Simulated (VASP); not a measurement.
Write the native input for VASP 6.6.1 that does the following.

```yaml
Task: single point
Functional: PBEsol
Potentials_or_basis: VASP PAW PBE potentials, release 64 (Nb_sv)
Cutoff: 520 eV
k_mesh: 20 × 20 × 20
Occupations: gaussian, width 0.15 eV
Spin: no spin polarisation
Dipole_correction: no
Further_INCAR_settings: ALGO = Fast; EDIFF = 1e-06; NBANDS = 12
```

The structure of Nb lies in POSCAR:

```
Nb
1.0
    0.0000000000      2.1996000000      2.1150000000
    2.1996000000      0.0000000000      2.1150000000
    2.1996000000      2.1996000000      0.0000000000
Nb
1
Direct
    0.0000000000      0.0000000000      0.0000000000
```

This cell differs from its parent crystal: strain +0.040 along x and y, +0.000 along z.

One way to write it, as run:

INCAR

```
SYSTEM = Nb
PREC = Accurate ; ENCUT = 520
EDIFF = 1E-6 ; ISMEAR = 0
SIGMA = 0.15 ; LREAL = .False.
LASPH = .True. ; NELM = 100
ALGO = Fast ; ISIF = 2
LWAVE = .False. ; LCHARG = .False.
GGA = PS ; NBANDS = 12
```

KPOINTS

```
Automatic mesh
0
Gamma
  20 20 20
  0 0 0
```

Potentials or basis: VASP PAW PBE potentials, release 64 (Nb_sv).

The run is started by

```sh
$ cat potpaw_PBE.64/Nb_sv/POTCAR > POTCAR
$ mpirun -np 1 vasp_std > vasp.out
```

It gave:

| Quantity | Value |
| --- | --- |
| Pressure | -17.4 GPa |
| Band gap on the k mesh | zero (an odd number of electrons rules out a gap without spin polarisation) |

Caveat: the cell differs from its parent crystal (strain +0.040 along x and y, +0.000 along z); the stress differs along the axes, from -23 to -15 GPa; the PAW data sets were made with another functional, which shifts forces and pressure a little.

It took 4.8 min on 1 thread of Intel Xeon 8259CL, on a shared host, peak memory 0.27 GiB.
